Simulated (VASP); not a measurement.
# Sr (P6_3/mmc) in VASP: further runs

Runs on Sr. Level: PBEsol. Tasks: single point.

Everything below comes from runs of VASP 6.6.1. Logs are shortened: lines on timing, memory, paths and dates and some standing lists are left out, and cuts for length are marked.

### 1 The cell of the first run

Symmetry: P6_3/mmc, No. 194, hexagonal system. Conventional cell: a = 4.245 Å, b = 4.245 Å, c = 6.944 Å, α = 90.00°, β = 90.00°, γ = 120.00°. Within 5.6 Å of Sr (site symmetry -6m2) lie 12 Sr at 4.25 Å.

This isn't the form of Sr at room conditions, which is fcc.

### 2 Single point, PBEsol (strain -0.015 along x and y, -0.015 along z)

Contents of INCAR:

```
SYSTEM = Sr
ALGO = Fast ; EDIFF = 1E-6
ENCUT = 520 ; GGA = PS
ISIF = 2 ; ISMEAR = 0
LASPH = .TRUE. ; LCHARG = .FALSE.
LREAL = .FALSE. ; LWAVE = .FALSE.
NBANDS = 17 ; NELM = 80
PREC = Accurate ; SIGMA = 0.15
```

Contents of KPOINTS:

```
k-points
0
G
  15 15 8
  0 0 0
```

Contents of POSCAR:

```
Sr
1.0
    4.2453502174      0.0000000000      0.0000000000
   -2.1226751087      3.6765811362      0.0000000000
    0.0000000000      0.0000000000      6.9442500000
Sr
2
Direct
    0.3333333333      0.6666666667      0.2500000000
    0.6666666667      0.3333333333      0.7500000000
```

Potentials or basis: VASP PAW PBE potentials, release 64 (Sr_sv).

The run is started by

```console
> cat potpaw_PBE.64/Sr_sv/POTCAR > POTCAR
> mpirun -np 1 vasp_std > vasp.out
```

OUTCAR:

```text
SYSTEM = Sr
   EDIFF = 1E-6
   ENCUT = 520
   GGA = PS
   ISIF = 2
   ISMEAR = 0
   LASPH = .TRUE.
   LREAL = .FALSE.
   NELM = 80
   PREC = Accurate

 ion  position               nearest neighbor table
   1  0.333  0.667  0.250-   2 4.25   2 4.25   2 4.25   2 4.25   2 4.25   2 4.25
   2  0.667  0.333  0.750-   1 4.25   1 4.25   1 4.25   1 4.25   1 4.25   1 4.25

  LATTYP: Found a hexagonal cell.
 ALAT       =     4.2453502174
 C/A-ratio  =     1.6357307747

  Lattice vectors:

 A1 = (   4.2453502174,   0.0000000000,   0.0000000000)
 A2 = (  -2.1226751087,   3.6765811362,   0.0000000000)
 A3 = (   0.0000000000,   0.0000000000,   6.9442500000)

Analysis of symmetry for initial positions (statically):
=====================================================================
 Subroutine PRICEL returns:
 Original cell was already a primitive cell.

 Routine SETGRP: Setting up the symmetry group for a
 hexagonal supercell.

 Subroutine GETGRP returns: Found 24 space group operations
 (whereof 12 operations were pure point group operations)
 out of a pool of 24 trial point group operations.

The static configuration has the point symmetry D_3d.
 The point group associated with its full space group is D_6h.

Analysis of symmetry for dynamics (positions and initial velocities):
=====================================================================
 Subroutine PRICEL returns:
 Original cell was already a primitive cell.

 Routine SETGRP: Setting up the symmetry group for a
 hexagonal supercell.

 Subroutine GETGRP returns: Found 24 space group operations
 (whereof 12 operations were pure point group operations)
 out of a pool of 24 trial point group operations.

The dynamic configuration has the point symmetry D_3d.
 The point group associated with its full space group is D_6h.

 Subroutine INISYM returns: Found 24 space group operations
 (whereof 12 operations are pure point group operations),
 and found     1 'primitive' translations

----------------------------------------------------------------------------------------

                                     Primitive cell

  volume of cell :     108.3885

  direct lattice vectors                    reciprocal lattice vectors
     4.245350217  0.000000000  0.000000000     0.235551827  0.135995911  0.000000000
    -2.122675109  3.676581136  0.000000000     0.000000000  0.271991821  0.000000000
     0.000000000  0.000000000  6.944250000     0.000000000  0.000000000  0.144004032

  length of vectors
     4.245350217  4.245350217  6.944250000     0.271991821  0.271991821  0.144004032

  position of ions in fractional coordinates (direct lattice)
     0.333333333  0.666666667  0.250000000
     0.666666667  0.333333333  0.750000000

  ion indices of the primitive-cell ions
   primitive index   ion index
                 1           1
                 2           2

----------------------------------------------------------------------------------------

 KPOINTS: k-points

Automatic generation of k-mesh.
 Grid dimensions read from file:
 generate k-points for:   15   15    8

 Generating k-lattice:

  Cartesian coordinates                     Fractional coordinates (reciprocal lattice)
     0.015703455  0.009066394  0.000000000     0.066666667 -0.000000000  0.000000000
     0.000000000  0.018132788  0.000000000     0.000000000  0.066666667  0.000000000
     0.000000000  0.000000000  0.018000504     0.000000000  0.000000000  0.125000000

  Length of vectors
     0.018132788  0.018132788  0.018000504

  Shift w.r.t. Gamma in fractional coordinates (k-lattice)
     0.000000000  0.000000000  0.000000000

 Subroutine IBZKPT returns following result:
 ===========================================

 Found    135 irreducible k-points:

 Following reciprocal coordinates:
            Coordinates               Weight
  0.000000  0.000000  0.000000      1.000000
  0.066667  0.000000  0.000000      6.000000
  0.133333  0.000000  0.000000      6.000000
  0.200000  0.000000  0.000000      6.000000
  0.266667  0.000000  0.000000      6.000000
  0.333333  0.000000  0.000000      6.000000
[... 16 lines left out ...]
  0.333333  0.200000  0.000000     12.000000
  0.400000  0.200000  0.000000      6.000000
 [... further k-points ...]
   k-points           NKPTS =    135   k-points in BZ     NKDIM =    135   number of bands    NBANDS=     17
   number of dos      NEDOS =    301   number of ions     NIONS =      2
   total plane-waves  NPLWV =  55296
   dimension x,y,z NGX =    32 NGY =   32 NGZ =   54
   dimension x,y,z NGXF=    64 NGYF=   64 NGZF=  108
   ions per type =               2
   NGX,Y,Z   is equivalent  to a cutoff of  12.53, 12.53, 12.93 a.u.
   NGXF,Y,Z  is equivalent  to a cutoff of  25.06, 25.06, 25.86 a.u.
 SYSTEM =  Sr
   PREC   = accura    normal or accurate (medium, high low for compatibility)
   ISTART =      0    job   : 0-new  1-cont  2-samecut
   ICHARG =      2    charge: 1-file 2-atom 10-const
   ISPIN  =      1    spin polarized calculation?
   LNONCOLLINEAR =      F non collinear calculations
   LSORBIT =      F    spin-orbit coupling
   LASPH  =      T    aspherical Exc in radial PAW
   ENCUT  =  520.0 eV  38.22 Ry    6.18 a.u.   7.89  7.89 12.91*2*pi/ulx,y,z
   NELM   =     80;   NELMIN=  2; NELMDL= -5     # of ELM steps
   EDIFF  = 0.1E-05   stopping-criterion for ELM
   LREAL  =      F    real-space projection
   EDIFFG = 0.1E-04   stopping-criterion for IOM
   NSW    =      0    number of steps for IOM
   IBRION =     -1    ionic relax: 0-MD 1-quasi-New 2-CG
   NFREE  =      0    steps in history (QN), initial steepest desc. (CG)
   ISIF   =      2    stress and relaxation
   ISYM   =      2    0-nonsym 1-usesym 2-fastsym
   POTIM  = 0.5000    time-step for ionic-motion
   TEBEG  =    0.0;   TEEND  =   0.0 temperature during run
   PSTRESS=    0.0 pullay stress
   NELECT =      20.0000    total number of electrons
   NUPDOWN=      -1.0000    fix difference up-down
   EMIN   =  10.00;   EMAX   =-10.00  energy-range for DOS
   EFERMI =   0.00;   METHOD = LEGACY
   ISMEAR =     0;   SIGMA  =   0.15  broadening in eV -4-tet -1-fermi 0-gaus
   EFERMI_NEDOS =   21; number of points for ismear=-14 and -15
   IALGO  =     68    algorithm
   IMIX   =      4    mixing-type and parameters
     AMIX     =   0.40;   BMIX     =  1.00
     AMIX_MAG =   1.60;   BMIX_MAG =  1.00
  volume/ion in A,a.u.               =      54.19       365.72
  Fermi-wavevector in a.u.,A,eV,Ry     =   0.932017  1.761257 11.818777  0.868656
  Thomas-Fermi vector in A             =   2.058571
   LORBIT       =      0    0 simple, 1 ext, 2 COOP (PROOUT), +10 PAW based schemes
   GGA     = PS    functional components
   LHFCALC =     F    Hartree Fock is set to
   AEXX    =    0.0000 exact exchange contribution
   IVDW    =     0    specifies the selected vdW correction
   LEPSILON=     F    determine dielectric tensor
   LRPA    =     F    only Hartree local field effects (RPA)
 non-spin polarized calculation
 RMM-DIIS sequential band-by-band and
 Gauss-broadening in eV      SIGMA  =   0.15
  energy-cutoff  :      520.00
  volume of cell :      108.39
 maximum number of plane-waves:      2952
 NGX is ok and might be reduce to    32
   NGX = 15   NGY = 15   NGZ = 25

 number of electron      20.0000000 magnetization

 Free energy of the ion-electron system (eV)
  ---------------------------------------------------
  ext. energy  EPLUGINS =         0.00000000
  ---------------------------------------------------
  free energy    TOTEN  =        -3.67998316 eV

  energy without entropy =       -3.65214113  energy(sigma->0) =       -3.66606214

 E-fermi :   1.5640     XC(G=0):  -7.4771

 val. band max:        1.5636451960   @ k =   0.3333   0.0000   0.0000
 cond. band min:       1.5671619434   @ k =   0.2667   0.0000   0.0000
 fundamental gap:      0.0035167475
 Fermi energy:         1.5640370200

 k-point     1 :       0.0000    0.0000    0.0000
  band No.  band energies     occupation
      1     -34.9581      2.00000
      2     -34.9431      2.00000
      3     -17.0634      2.00000
      4     -16.8867      2.00000
      5     -16.8867      2.00000
      6     -16.8582      2.00000
[... 9 lines left out ...]
     16       4.2691      0.00000
     17       4.7976      0.00000

 k-point     2 :       0.0667    0.0000    0.0000
  band No.  band energies     occupation
      1     -34.9576      2.00000
      2     -34.9428      2.00000
      3     -17.0605      2.00000
      4     -16.8936      2.00000
      5     -16.8889      2.00000
      6     -16.8655      2.00000
[... 9 lines left out ...]
     16       4.3328      0.00000
     17       4.6771      0.00000

 k-point     3 :       0.1333    0.0000    0.0000
  band No.  band energies     occupation
      1     -34.9559      2.00000
      2     -34.9420      2.00000
      3     -17.0518      2.00000
      4     -16.9133      2.00000
      5     -16.8950      2.00000
      6     -16.8857      2.00000
[... 9 lines left out ...]
     16       4.3575      0.00000
     17       4.5152      0.00000

 k-point     4 :       0.2000    0.0000    0.0000
  band No.  band energies     occupation
      1     -34.9534      2.00000
      2     -34.9409      2.00000
      3     -17.0382      2.00000
      4     -16.9423      2.00000
      5     -16.9149      2.00000
      6     -16.9038      2.00000
[... 9 lines left out ...]
     16       4.3834      0.00000
     17       4.4670      0.00000
[... 343 lines left out ...]
      1     -34.9441      2.00000
      2     -34.9381      2.00000
      3     -17.0120      2.00000
      4     -16.9972      2.00000
      5     -16.9801      2.00000
      6     -16.9439      2.00000
[... 9 lines left out ...]
     16       5.1486      0.00000
     17       5.3121      0.00000

 k-point    23 :       0.3333    0.2000    0.0000
  band No.  band energies     occupation
      1     -34.9421      2.00000
      2     -34.9381      2.00000
      3     -17.0260      2.00000
      4     -16.9997      2.00000
      5     -16.9642      2.00000
      6     -16.9583      2.00000
[... 9 lines left out ...]
     16       5.1876      0.00000
     17       5.5438      0.00000

 k-point    24 :       0.4000    0.2000    0.0000
  band No.  band energies     occupation
      1     -34.9413      2.00000
      2     -34.9382      2.00000
      3     -17.0308      2.00000
      4     -16.9995      2.00000
      5     -16.9646      2.00000
      6     -16.9566      2.00000
[... 9 lines left out ...]
     16       5.2976      0.00000
     17       5.5821      0.00000

 [... further k-points ...]

------------------------ aborting loop because EDIFF is reached ----------------------------------------

  FORCE on cell =-STRESS in cart. coord.  units (eV):
  Direction    XX          YY          ZZ          XY          YZ          ZX
  --------------------------------------------------------------------------------------
  -------------------------------------------------------------------------------------
  Total       -0.2773520     -0.2773520     -0.2311485      0.0000000     -0.0000000      0.0000000
  in kB       -4.0997643     -4.0997643     -3.4167934      0.0000000     -0.0000000      0.0000000
  external PRESSURE =      -3.8721074 kB  Pullay stress =       0.0000000 kB

 VOLUME and BASIS-vectors are now :
 -----------------------------------------------------------------------------
  energy-cutoff  :      520.00
  volume of cell :      108.39
      direct lattice vectors                 reciprocal lattice vectors
     4.245350217  0.000000000  0.000000000     0.235551827  0.135995911  0.000000000
    -2.122675109  3.676581136  0.000000000     0.000000000  0.271991821  0.000000000
     0.000000000  0.000000000  6.944250000     0.000000000  0.000000000  0.144004032

 POSITION                                       TOTAL-FORCE (eV/Angst)
 -----------------------------------------------------------------------------------
     -0.00000      2.45105      1.73606        -0.000000      0.000000     -0.000000
      2.12268      1.22553      5.20819         0.000000     -0.000000      0.000000
 -----------------------------------------------------------------------------------
    total drift:                               -0.000000      0.000000     -0.000000

  FREE ENERGIE OF THE ION-ELECTRON SYSTEM (eV)
  ---------------------------------------------------
  free  energy   TOTEN  =        -3.6799831563 eV

  energy  without entropy=       -3.6521411317  energy(sigma->0) =       -3.66606214
```

It took 91 s on 1 thread of Intel Xeon 6975P-C (Granite Rapids), shared host; peak memory 0.36 GiB.

Results:

- Free energy: -3.6800 eV
- Pressure: -0.4 GPa
- Band gap on the k mesh: zero (bands 10 and 11 overlap by 0.23 eV)

Levels at points of the mesh, in eV from the Fermi level:
```tsv
k point	band 8	band 9	band 10	band 11	band 12	band 13
(0.00, 0.00, 0.00)	-18.42	-3.70	-1.18	0.07	2.29	2.29
(0.00, 0.00, 0.50)	-18.44	-2.75	-2.75	1.26	1.26	2.29
```

Caveat: the cell differs from its parent crystal (strain -0.015 along x and y, -0.015 along z); the PAW data sets were made with another functional, which shifts forces and pressure a little.

### 3 Single point, PBEsol (strain -0.030 along x and y, +0.030 along z)

Contents of INCAR:

```
PREC = Accurate
ENCUT = 520
EDIFF = 1E-7
ISMEAR = 0
SIGMA = 0.15
LREAL = False
LASPH = True
NELM = 60
ALGO = Fast
ISIF = 2
LWAVE = False
LCHARG = False
GGA = PS
NBANDS = 17
```

Contents of KPOINTS:

```
Automatic mesh
0
Gamma
  15 15 8
```

Contents of POSCAR:

```
Sr
1.0
    4.1807002141      0.0000000000      0.0000000000
   -2.0903501071      3.6205925910      0.0000000000
    0.0000000000      0.0000000000      7.2615000000
Sr
2
Direct
    0.3333333333      0.6666666667      0.2500000000
    0.6666666667      0.3333333333      0.7500000000
```

Potentials or basis: VASP PAW PBE potentials, release 64 (Sr_sv).

The run is started by

```console
> cat potpaw_PBE.64/Sr_sv/POTCAR > POTCAR
> mpirun -np 1 vasp_std > vasp.out
```

Run time: 1.8 min. Hardware: 1 thread of Intel Xeon 6975P-C (Granite Rapids), shared host; peak memory 0.37 GiB.

Results (log left out):

```yaml
Free_energy: -3.6597 eV
Pressure: -0.5 GPa
Band_gap_on_the_k_mesh: zero (bands 10 and 11 overlap by 0.35 eV)
```

Stress tensor (GPa, compression positive):
```
-0.09  0.00  0.00
 0.00 -0.09  0.00
 0.00  0.00 -1.36
```

Levels at points of the mesh, in eV from the Fermi level:
| k point | band 7 | band 8 | band 9 | band 10 | band 11 | band 12 | band 13 | band 14 |
| --- | --- | --- | --- | --- | --- | --- | --- | --- |
| (0.00, 0.00, 0.00) | -18.43 | -18.43 | -3.65 | -1.33 | -0.13 | 2.00 | 2.37 | 2.37 |
| (0.00, 0.00, 0.50) | -18.44 | -18.44 | -2.79 | -2.79 | 1.07 | 1.07 | 2.40 | 2.40 |

Caveat: the cell differs from its parent crystal (strain -0.030 along x and y, +0.030 along z); the PAW data sets were made with another functional, which shifts forces and pressure a little.

### 4 Single point, PBEsol (strain +0.030 along x and y, +0.030 along z)

Contents of INCAR:

```
SYSTEM = Sr
PREC     = Accurate       ! precision mode
ENCUT    = 520            ! plane-wave cutoff, eV
EDIFF    = 1E-6           ! SCF threshold, eV
ISMEAR   = 0              ! smearing method
SIGMA    = 0.15           ! smearing width, eV
LREAL    = .FALSE.        ! projectors in reciprocal space
LASPH    = .TRUE.         ! aspherical terms in the spheres
NELM     = 80             ! most SCF steps
ALGO     = Fast           ! electronic algorithm
ISIF     = 2              ! what is computed and relaxed
LWAVE    = .FALSE.        ! write WAVECAR
LCHARG   = .FALSE.        ! write CHGCAR
GGA      = PS             ! functional
NBANDS   = 17             ! bands
```

Contents of KPOINTS:

```
regular mesh
0
G
  15 15 8
  0 0 0
```

Contents of POSCAR:

```
Sr
1.0
    4.4393002273      0.0000000000      0.0000000000
   -2.2196501137      3.8445467718      0.0000000000
    0.0000000000      0.0000000000      7.2615000000
Sr
2
Direct
    0.3333333333      0.6666666667      0.2500000000
    0.6666666667      0.3333333333      0.7500000000
```

The run is started by

```console
> cat potpaw_PBE.64/Sr_sv/POTCAR > POTCAR
> mpirun -np 1 vasp_std > vasp.out
```

Wall time 2.8 min (1 thread of Intel Xeon Platinum 8488C (Sapphire Rapids), shared host); peak memory 0.41 GiB.

Results (log left out):

```yaml
Free_energy: -3.5801 eV
Pressure: -1.6 GPa
Band_gap_on_the_k_mesh: zero (bands 10 and 11 overlap by 0.29 eV)
```

Levels at points of the mesh, in eV from the Fermi level:
```csv
k point,band 8,band 9,band 10,band 11,band 12,band 13
"(0.00, 0.00, 0.00)",-18.71,-3.49,-1.11,-0.07,2.15,2.16
"(0.00, 0.00, 0.50)",-18.72,-2.64,-2.64,1.20,1.20,2.15
```

Caveat: the cell differs from its parent crystal (strain +0.030 along x and y, +0.030 along z); the PAW data sets were made with another functional, which shifts forces and pressure a little.

### 5 Summary

```tsv
cell	further INCAR settings	gap on the mesh (eV)	pressure (GPa)
a = 4.245, b = 4.245, c = 6.944 Å, angles 90.0, 90.0, 120.0°, 2 atoms	ALGO = Fast; EDIFF = 1e-06; NBANDS = 17	none	-0.4
a = 4.181, b = 4.181, c = 7.261 Å, angles 90.0, 90.0, 120.0°, 2 atoms	ALGO = Fast; EDIFF = 1e-07; NBANDS = 17	none	-0.5
a = 4.439, b = 4.439, c = 7.261 Å, angles 90.0, 90.0, 120.0°, 2 atoms	ALGO = Fast; EDIFF = 1e-06; NBANDS = 17	none	-1.6
```

Alike in all rows: task single point; level PBEsol; potentials or basis VASP PAW PBE potentials, release 64 (Sr_sv); no spin polarisation; k mesh 15 × 15 × 8; cutoff (eV) 520; smearing gaussian 0.15 eV.

Caveats: the PAW data sets were made with another functional, which shifts forces and pressure a little.

Absolute energies hang on the potentials; compare differences alone.
